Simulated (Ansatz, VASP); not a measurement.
**Two plane-wave programs on BN**

```
CELL_PARAMETERS angstrom
-1.81234 0.00000 -1.81234
-1.81234 -3.62468 1.81234
-1.81234 3.62468 1.81234
ATOMIC_POSITIONS crystal
B 0.50000 0.87500 0.12500
B 0.00000 0.37500 0.12500
B 0.00000 0.87500 0.62500
B 0.50000 0.37500 0.62500
N 0.00000 0.75000 0.25000
N 0.50000 0.25000 0.25000
N 0.50000 0.75000 0.75000
N 0.00000 0.25000 0.75000
```

Alike in both runs: task single point; functional PBE; k mesh 6 × 4 × 4; occupations gaussian, width 0.1 eV; no spin polarisation.

```csv
,VASP,Ansatz
version,VASP 6.6.1,Ansatz 0.2.0
potentials or method,"VASP PAW PBE potentials, release 64 (B, N), cutoff 520 eV","scalar-relativistic, plane waves, PAW"
valence electrons in the cell,32,32
```

```tsv
	VASP	Ansatz	Ansatz less VASP
gap on the k mesh at the Fermi level (eV)	4.45	4.46	+0.012
least direct gap on the mesh (eV)	4.45	4.46	+0.012
```
